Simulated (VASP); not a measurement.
Input of a VASP 6.6.1 run:

The input INCAR:

```
PREC = Accurate ; ENCUT = 520
EDIFF = 1E-6 ; ISMEAR = 0
SIGMA = 0.15 ; LREAL = False
LASPH = True ; NELM = 80
ALGO = Normal ; ISIF = 2
LWAVE = False ; LCHARG = False
GGA = PS ; NBANDS = 14
```

KPOINTS

```
Automatic mesh
0
Gamma
  20 20 20
```

Contents of POSCAR:

```
HfB
1.0
    0.2898390969      2.4636323236      2.4636323236
    2.4636323236      0.2898390969      2.4636323236
    2.4636323236      2.4636323236      0.2898390969
Hf B
1 1
Direct
    0.5000000000      0.5000000000      0.5000000000
    0.0000000000      0.0000000000      0.0000000000
```

Potentials or basis: VASP PAW PBE potentials, release 64 (Hf_pv, B).

Launch:

```sh
$ cat potpaw_PBE.64/Hf_pv/POTCAR potpaw_PBE.64/B/POTCAR > POTCAR
$ mpirun -np 1 vasp_std > vasp.out
```

(1) Estimate the pressure.

(2) Predict the band gap on the k mesh.

Answers

(1) 24.6 GPa.

(2) zero (an odd number of electrons rules out a gap without spin polarisation).

Caveat: the cell stands under pressure; the PAW data sets were made with another functional, which shifts forces and pressure a little; spin-orbit coupling is left out, which moves the levels of the heavy elements.
